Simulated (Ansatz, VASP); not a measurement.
One calculation of GaP, two programs

```
Ga P
1.0
     2.71926    2.71926    0.00000
    -2.71926    2.71926    0.00000
     0.00000    2.71926    2.71926
Ga P
1 1
Direct
  0.00000 0.00000 0.00000
  0.75000 0.25000 0.50000
```

Change from the starting cell: unstrained.

Alike in both runs: task single point; functional PBEsol; k mesh 8 × 8 × 8; non-collinear spin, spin-orbit coupling.

|  | VASP | Ansatz |
| --- | --- | --- |
| version | VASP 6.6.1 | Ansatz 0.2.0 |
| potentials or method | VASP PAW PBE potentials, release 64 (Ga_d, P), cutoff 520 eV | all-electron LAPW |
| occupations | gaussian, width 0.01 eV | fixed |

Ansatz gave:

```
pressure (GPa)           : 0.0
net moment per atom (μB) : 0.00
```

Problem. Which values does VASP return?

Solution. Pressure (GPa): -0.2; net moment per atom (μB): 0.00.

VASP's potentials were made for PBE, not for PBEsol. Ansatz ran all-electron here, and VASP with PAW potentials.
